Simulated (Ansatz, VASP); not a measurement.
Two plane-wave programs on SiC

POSCAR

```
SiC
1.0
    0.0000000000      2.2801910744      2.2801910744
    2.1781449820      0.1020460924      2.1781449820
    2.1781449820      2.1781449820      0.1020460924
Si C
1 1
Direct
    0.0000000000      0.0000000000      0.0000000000
    0.7500000000      0.7500000000      0.7500000000
```

The input INCAR.step1:

```
SYSTEM = SiC
ALGO = Normal
EDIFF = 1E-4
ENCUT = 520
GGA = PE
ISMEAR = 0
LASPH = .TRUE.
LCHARG = .FALSE.
LREAL = .FALSE.
LWAVE = .TRUE.
NBANDS = 11
NELM = 80
PREC = Accurate
SIGMA = 0.05
```

The input INCAR.step2:

```
SYSTEM = SiC
ALGO = Normal
EDIFF = 1E-6
ENCUT = 520
ISIF = 2
ISMEAR = 0
ISTART = 1
LASPH = .TRUE.
LCHARG = .TRUE.
LELF = .TRUE.
LMIXTAU = .TRUE.
LREAL = .FALSE.
LVHAR = .TRUE.
LWAVE = .FALSE.
METAGGA = R2SCAN
NBANDS = 11
NELM = 80
PREC = Accurate
SIGMA = 0.05
```

Contents of KPOINTS:

```
k-points
0
G
  10 10 10
  0 0 0
```

Input for Ansatz:

```yaml
crystal:
  lattice:
    - [0.0, 2.2801910744, 2.2801910744]
    - [2.178144982, 0.1020460924, 2.178144982]
    - [2.178144982, 2.178144982, 0.1020460924]
  atoms:
    - { symbol: Si, position: [0.0, 0.0, 0.0] }
    - { symbol: C, position: [0.75, 0.75, 0.75] }
basis:
  ecutwfc: 500
kpoints:
  mp_grid: { grid: [10, 10, 10] }
hamiltonian:
  xc: r2scan
scf:
  occupations: { method: gaussian, width: 0.05 }
output:
  forces: true
  stress: true
  eigenvalues: true
```

Change from the starting cell: strain +0.0937 x Voigt [0, 0, 0, 1, 0, 0], atoms carried along.

Alike in both runs: task single point; functional r2SCAN; k mesh 10 × 10 × 10; occupations gaussian, width 0.05 eV; no spin polarisation.

|  | VASP | Ansatz |
| --- | --- | --- |
| version | VASP 6.6.1 | Ansatz 0.2.0 |
| potentials or method | VASP PAW PBE potentials, release 64 (Si, C), cutoff 520 eV | scalar-relativistic, plane waves, PAW |
| valence electrons in the cell | 8 | 8 |

|  | VASP | Ansatz | Ansatz less VASP |
| --- | --- | --- | --- |
| gap on the k mesh at the Fermi level (eV) | 1.10 | 1.10 | -0.005 |
| least direct gap on the mesh (eV) | 3.95 | 3.94 | -0.007 |
| pressure (GPa) | 2.4 | 2.6 | +0.18 |
| traceless stress, the component that is largest in VASP (GPa) | -27.00 | -26.88 | +0.114 |
| rms of the force components (eV/Å) | 0.424 | 0.427 | +0.0037 |

VASP's potentials were made for PBE, not for r2SCAN. Atom by atom the forces differ by 0.004 eV/Å (rms over components). With one functional, cell and mesh, what is left measures potentials, basis and numerics.
